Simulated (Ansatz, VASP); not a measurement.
# Mg7Te8: VASP beside Ansatz

```
Mg Te
1.0
     0.00000    6.43886   -6.43886
     6.43886    6.43886    0.00000
     6.43886    0.00000   -6.43886
Mg Te
7 8
Cartesian
  6.4389 3.2194 -3.2409
  3.2409 3.2194 -6.4389
  6.4389 6.4173 -6.4389
  6.4389 0.0215 -6.4389
  9.6368 3.2194 -6.4389
  6.4389 3.2194 -9.6368
  9.6583 6.4389 -9.6583
  1.6593 1.5601 -1.6593
  4.8331 4.8252 -1.6058
  1.6058 4.8252 -4.8331
  4.8331 8.0525 -4.8331
  4.7796 1.5601 -4.7796
  8.0982 4.8787 -4.7796
  4.7796 4.8787 -8.0982
  8.0446 8.0525 -8.0446
```

Change from the starting cell: Mg vacancy, atoms relaxed.

Alike in both runs: functional PBEsol; k mesh 4 × 4 × 4; occupations gaussian, width 0.05 eV; no spin polarisation.

Ansatz relaxed the structure, and its values are those at the end. VASP's run is a single point on that final structure, the one shown.

|  | VASP | Ansatz |
| --- | --- | --- |
| version | VASP 6.6.1 | Ansatz 0.2.0 |
| potentials or method | VASP PAW PBE potentials, release 64 (Mg, Te), cutoff 520 eV | scalar-relativistic, plane waves, PAW |
| valence electrons in the cell | 62 | 198 |

```csv
,VASP,Ansatz,Ansatz less VASP
gap on the k mesh at the Fermi level (eV),none,none,-
pressure (GPa),-0.9,-0.9,-0.03
rms of the force components (eV/Å),0.009,0.009,-0.0004
```

VASP's potentials were made for PBE, not for PBEsol. A gap of «none» marks a metal or a gap that the smearing closes. VASP's potentials hold 62 valence electrons a cell and Ansatz's 198, so a difference there can come from the potentials and not from the codes. Ansatz's warnings: stress scf threshold loose.

Neither program's run includes spin-orbit coupling.
